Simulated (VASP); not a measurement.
# FeAuC4N4 (P-43m) in VASP: notebook, part 2 of 2

VASP 6.6.1. The steps go on from the part before.

## 3. Single point, PBE, collinear spin, ferromagnetic start

This run uses another cell than the first one, of 22.90 Å³/atom.

INCAR

```
SYSTEM = FeAuC4N4
PREC = Accurate
ENCUT = 520
EDIFF = 1E-6
ISMEAR = 0
SIGMA = 0.1
LREAL = .False.
LASPH = .True.
NELM = 150
ALGO = Normal
ISIF = 2
LWAVE = .False.
LCHARG = .False.
ISPIN = 2
MAGMOM = 4 0 0 0 0 0 0 0 0 0
LORBIT = 11
LMAXMIX = 4
GGA = PE
NBANDS = 42
```

KPOINTS

```
Automatic mesh
0
Gamma
  4 4 4
  0 0 0
```

POSCAR

```
FeAuC4N4
1.0
    6.1182585283      0.0000000000      0.0000000000
    0.0000000000      6.1182585283      0.0000000000
    0.0000000000      0.0000000000      6.1182585283
Fe C Au N
1 4 1 4
Direct
    0.0000000000      0.0000000000      0.0000000000
    0.1865702086      0.1865702086      0.1865702086
    0.1865702086      0.8134297914      0.8134297914
    0.8134297914      0.1865702086      0.8134297914
    0.8134297914      0.8134297914      0.1865702086
    0.5000000000      0.5000000000      0.5000000000
    0.2969722992      0.2969722992      0.2969722992
    0.2969722992      0.7030277008      0.7030277008
    0.7030277008      0.2969722992      0.7030277008
    0.7030277008      0.7030277008      0.2969722992
```

Potentials or basis: VASP PAW PBE potentials, release 64 (Fe, C, Au, N).

Command:

```console
cat potpaw_PBE.64/Fe/POTCAR potpaw_PBE.64/C/POTCAR potpaw_PBE.64/Au/POTCAR potpaw_PBE.64/N/POTCAR > POTCAR
mpirun -np 1 vasp_std > vasp.out
```

OUTCAR:

```text
SYSTEM = FeAuC4N4
   PREC = Accurate
   ENCUT = 520
   EDIFF = 1E-6
   ISMEAR = 0
   LREAL = .False.
   LASPH = .True.
   NELM = 150
   ISIF = 2
   ISPIN = 2
   LORBIT = 11
   GGA = PE

 ion  position               nearest neighbor table
   1  0.000  0.000  0.000-   2 1.98   3 1.98   4 1.98   5 1.98
   2  0.187  0.187  0.187-   7 1.17   1 1.98
   3  0.187  0.813  0.813-   8 1.17   1 1.98
   4  0.813  0.187  0.813-   9 1.17   1 1.98
   5  0.813  0.813  0.187-  10 1.17   1 1.98
   6  0.500  0.500  0.500-   7 2.15   8 2.15   9 2.15  10 2.15
   7  0.297  0.297  0.297-   2 1.17   6 2.15
   8  0.297  0.703  0.703-   3 1.17   6 2.15
   9  0.703  0.297  0.703-   4 1.17   6 2.15
  10  0.703  0.703  0.297-   5 1.17   6 2.15

  LATTYP: Found a simple cubic cell.
 ALAT       =     6.1182585283

  Lattice vectors:

 A1 = (   6.1182585283,   0.0000000000,   0.0000000000)
 A2 = (   0.0000000000,   6.1182585283,   0.0000000000)
 A3 = (   0.0000000000,   0.0000000000,   6.1182585283)

Analysis of symmetry for initial positions (statically):
=====================================================================
 Subroutine PRICEL returns:
 Original cell was already a primitive cell.

 Routine SETGRP: Setting up the symmetry group for a
 simple cubic supercell.

 Subroutine GETGRP returns: Found 24 space group operations
 (whereof 24 operations were pure point group operations)
 out of a pool of 48 trial point group operations.

The static configuration has the point symmetry T_d .

Analysis of symmetry for dynamics (positions and initial velocities):
=====================================================================
 Subroutine PRICEL returns:
 Original cell was already a primitive cell.

 Routine SETGRP: Setting up the symmetry group for a
 simple cubic supercell.

 Subroutine GETGRP returns: Found 24 space group operations
 (whereof 24 operations were pure point group operations)
 out of a pool of 48 trial point group operations.

The dynamic configuration has the point symmetry T_d .

Analysis of structural, dynamic, and magnetic symmetry:
=====================================================================
 Subroutine PRICEL returns:
 Original cell was already a primitive cell.

 Routine SETGRP: Setting up the symmetry group for a
 simple cubic supercell.

 Subroutine GETGRP returns: Found 24 space group operations
 (whereof 24 operations were pure point group operations)
 out of a pool of 48 trial point group operations.

The overall configuration has the point symmetry T_d .

 Subroutine INISYM returns: Found 24 space group operations
 (whereof 24 operations are pure point group operations),
 and found     1 'primitive' translations

----------------------------------------------------------------------------------------

                                     Primitive cell

  volume of cell :     229.0253

  direct lattice vectors                    reciprocal lattice vectors
     6.118258528  0.000000000  0.000000000     0.163445202  0.000000000  0.000000000
     0.000000000  6.118258528  0.000000000     0.000000000  0.163445202  0.000000000
     0.000000000  0.000000000  6.118258528     0.000000000  0.000000000  0.163445202

  length of vectors
     6.118258528  6.118258528  6.118258528     0.163445202  0.163445202  0.163445202

  position of ions in fractional coordinates (direct lattice)
     0.000000000  0.000000000  0.000000000
[... 100 lines left out ...]
  volume/ion in A,a.u.               =      22.90       154.55
  Fermi-wavevector in a.u.,A,eV,Ry     =   1.017578  1.922944 14.088369  1.035466
  Thomas-Fermi vector in A             =   2.150987
   LORBIT       =     11    0 simple, 1 ext, 2 COOP (PROOUT), +10 PAW based schemes
   GGA     = PE    functional components
   LHFCALC =     F    Hartree Fock is set to
   AEXX    =    0.0000 exact exchange contribution
   IVDW    =     0    specifies the selected vdW correction
   LEPSILON=     F    determine dielectric tensor
   LRPA    =     F    only Hartree local field effects (RPA)
 spin polarized calculation
 Gauss-broadening in eV      SIGMA  =   0.10
  energy-cutoff  :      520.00
  volume of cell :      229.03
 maximum number of plane-waves:      6198
 NGX is ok and might be reduce to    48
   NGX = 23   NGY = 23   NGZ = 23

 number of electron      54.9999980 magnetization       4.9808393

 Free energy of the ion-electron system (eV)
  ---------------------------------------------------
  ext. energy  EPLUGINS =         0.00000000
  ---------------------------------------------------
  free energy    TOTEN  =       -74.23316621 eV

  energy without entropy =      -74.23004378  energy(sigma->0) =      -74.23160499

 E-fermi :  -2.0154     XC(G=0):  -6.8894

 val. band max:       -2.1631672809   @ k =   0.5000   0.2500   0.0000
 cond. band min:      -1.9130236839   @ k =   0.5000   0.5000   0.0000
 fundamental gap:      0.2501435970
 Fermi energy:        -2.0154469415

 spin component 1

 k-point     1 :       0.0000    0.0000    0.0000
  band No.  band energies     occupation
      1     -19.1178      1.00000
      2     -19.0366      1.00000
      3     -19.0366      1.00000
      4     -19.0366      1.00000
      5      -9.5559      1.00000
      6      -8.7889      1.00000
[... 409 lines left out ...]
     38       3.8607      0.00000
     39       3.8607      0.00000
 Fermi energy:        -2.0154469415

 spin component 2

 k-point     1 :       0.0000    0.0000    0.0000
  band No.  band energies     occupation
      1     -18.9289      1.00000
      2     -18.8471      1.00000
      3     -18.8471      1.00000
      4     -18.8471      1.00000
      5      -9.3206      1.00000
      6      -8.5184      1.00000
[... 409 lines left out ...]
     38       4.0049      0.00000
     39       4.0049      0.00000
 [bands above 39 left out]

------------------------ aborting loop because EDIFF is reached ----------------------------------------

  FORCE on cell =-STRESS in cart. coord.  units (eV):
  Direction    XX          YY          ZZ          XY          YZ          ZX
  --------------------------------------------------------------------------------------
  -------------------------------------------------------------------------------------
  Total        0.6274381      0.6274381      0.6274381      0.0000000      0.0000000      0.0000000
  in kB        4.3893273      4.3893273      4.3893273      0.0000000      0.0000000      0.0000000
  external PRESSURE =       4.3893273 kB  Pullay stress =       0.0000000 kB

 VOLUME and BASIS-vectors are now :
 -----------------------------------------------------------------------------
  energy-cutoff  :      520.00
  volume of cell :      229.03
      direct lattice vectors                 reciprocal lattice vectors
     6.118258528  0.000000000  0.000000000     0.163445202  0.000000000  0.000000000
     0.000000000  6.118258528  0.000000000     0.000000000  0.163445202  0.000000000
     0.000000000  0.000000000  6.118258528     0.000000000  0.000000000  0.163445202

 POSITION                                       TOTAL-FORCE (eV/Angst)
 -----------------------------------------------------------------------------------
      0.00000      0.00000      0.00000         0.000000      0.000000      0.000000
      1.14148      1.14148      1.14148        -0.204741     -0.204741     -0.204741
      1.14148      4.97677      4.97677        -0.204741      0.204741      0.204741
      4.97677      1.14148      4.97677         0.204741     -0.204741      0.204741
      4.97677      4.97677      1.14148         0.204741      0.204741     -0.204741
      3.05913      3.05913      3.05913         0.000000      0.000000      0.000000
      1.81695      1.81695      1.81695         0.221590      0.221590      0.221590
      1.81695      4.30131      4.30131         0.221590     -0.221590     -0.221590
      4.30131      1.81695      4.30131        -0.221590      0.221590     -0.221590
      4.30131      4.30131      1.81695        -0.221590     -0.221590      0.221590
 -----------------------------------------------------------------------------------
    total drift:                                0.000000      0.000000     -0.000000

  FREE ENERGIE OF THE ION-ELECTRON SYSTEM (eV)
  ---------------------------------------------------
  free  energy   TOTEN  =       -74.2331662089 eV

  energy  without entropy=      -74.2300437760  energy(sigma->0) =      -74.23160499

 total charge

# of ion       s       p       d       tot
------------------------------------------
    1        0.471   0.648   5.908   7.026
    2        0.959   1.642   0.000   2.602
    3        0.959   1.642   0.000   2.602
    4        0.959   1.642   0.000   2.602
    5        0.959   1.642   0.000   2.602
    6        0.398   0.408   8.721   9.527
    7        1.303   2.539   0.000   3.842
    8        1.303   2.539   0.000   3.842
    9        1.303   2.539   0.000   3.842
   10        1.303   2.539   0.000   3.842
--------------------------------------------------
tot          9.917  17.780  14.629  42.325

 magnetization (x)

# of ion       s       p       d       tot
------------------------------------------
    1        0.021   0.151   3.408   3.580
    2        0.012   0.009   0.000   0.022
    3        0.012   0.009   0.000   0.022
    4        0.012   0.009   0.000   0.022
    5        0.012   0.009   0.000   0.022
    6        0.001   0.007   0.315   0.323
    7        0.008   0.114   0.000   0.123
    8        0.008   0.114   0.000   0.123
    9        0.008   0.114   0.000   0.123
   10        0.008   0.114   0.000   0.123
--------------------------------------------------
tot          0.106   0.651   3.723   4.479
```

It took 5.2 min on 1 thread of Intel Xeon Platinum 8488C (Sapphire Rapids), shared host; peak memory 0.5 GiB.

What came out:

| Property | Result |
| --- | --- |
| Free energy | -74.2332 eV |
| Pressure | 0.4 GPa |
| Largest force | 0.384 eV/Å |
| Band gap on the k mesh | 0.25 eV (least direct gap 0.26 eV) |
| Net moment | 4.98 μB per cell |
| Site moments | Fe +3.58; C +0.02; Au +0.32; N +0.12 μB |
| Valence electrons inside the program's atomic spheres | Fe 7.03; C 2.60; Au 9.53; N 3.84 |

Forces in eV/Å, atoms in the order of the input:
```
Fe   0.000  0.000  0.000
C   -0.205 -0.205 -0.205
C   -0.205  0.205  0.205
C    0.205 -0.205  0.205
C    0.205  0.205 -0.205
Au   0.000  0.000  0.000
N    0.222  0.222  0.222
N    0.222 -0.222 -0.222
N   -0.222  0.222 -0.222
N   -0.222 -0.222  0.222
```

Levels at points of the mesh, in eV from the valence-band top:
Spin up:
```tsv
k point	band 26	band 27	band 28	band 29	band 30	band 31	band 32	band 33	band 34	band 35
(0.00, 0.00, 0.00)	-1.12	-1.12	-0.42	-0.42	-0.42	4.81	4.81	4.81	5.26	5.43
(0.50, 0.00, 0.00)	-1.40	-0.82	-0.32	-0.01	-0.01	4.73	4.73	5.02	5.22	5.30
(0.50, 0.50, 0.00)	-1.35	-0.86	-0.33	-0.03	-0.03	4.86	4.93	4.93	5.14	5.43
(0.50, 0.50, 0.50)	-1.12	-1.12	-0.37	-0.37	-0.37	5.06	5.06	5.06	5.52	5.52
```
Spin down:
```
           k point  band 23  band 24  band 25  band 26  band 27  band 28
(0.00, 0.00, 0.00)    -0.18    -0.18    -0.18     0.37     0.37     1.15
(0.50, 0.00, 0.00)    -0.41    -0.23    -0.23     0.26     0.47     1.25
(0.50, 0.50, 0.00)    -0.40    -0.18    -0.18     0.25     0.48     1.28
(0.50, 0.50, 0.50)    -0.13    -0.13    -0.13     0.39     0.39     1.20
```

Caveat: spin-orbit coupling is left out, which moves the levels of the heavy elements; a cell with one magnetic atom can't hold antiferromagnetic order, which such compounds often take. A k mesh can miss the band edges.
